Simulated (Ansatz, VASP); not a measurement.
## MoS2: VASP beside Ansatz

```
Mo S
1.0
     3.18543    0.00000    0.00000
    -1.59272    2.75867    0.00000
     0.00000    0.00000   13.17839
Mo S
2 4
Direct
  0.00000 0.00000 0.25000
  0.00000 0.00000 0.75000
  0.33333 0.66667 0.36838
  0.66667 0.33333 0.63162
  0.66667 0.33333 0.86838
  0.33333 0.66667 0.13162
```

Alike in both runs: functional PBE; k mesh 11 × 11 × 3; occupations fermi-dirac, width 0.02 eV; collinear spin.

Ansatz relaxed the structure, and its values are those at the end. VASP's run is a single point on that final structure, the one shown.

|  | VASP | Ansatz |
| --- | --- | --- |
| version | VASP 6.6.1 | Ansatz 0.2.0 |
| potentials or method | VASP PAW PBE potentials, release 64 (Mo_sv, S) | plane-wave PAW, scalar-relativistic |
| plane-wave cutoff (eV) | 520 | 420 |
| valence electrons in the cell | 52 | 52 |

VASP gave:

```
gap on the k mesh at the Fermi level (eV) : 1.22
pressure (GPa)                            : 0.4
rms of the force components (eV/Å)        : 0.005
net moment per atom (μB)                  : 0.00
```

Task: Estimate Ansatz's values.

Result: gap on the k mesh at the Fermi level (eV): 1.21; pressure (GPa): 0.5; rms of the force components (eV/Å): 0.000; net moment per atom (μB): 0.00.

The functional is the same, so the differences come from potentials, cutoffs and numerics. Ansatz's warnings: seeded moment not kept, stress scf threshold loose.
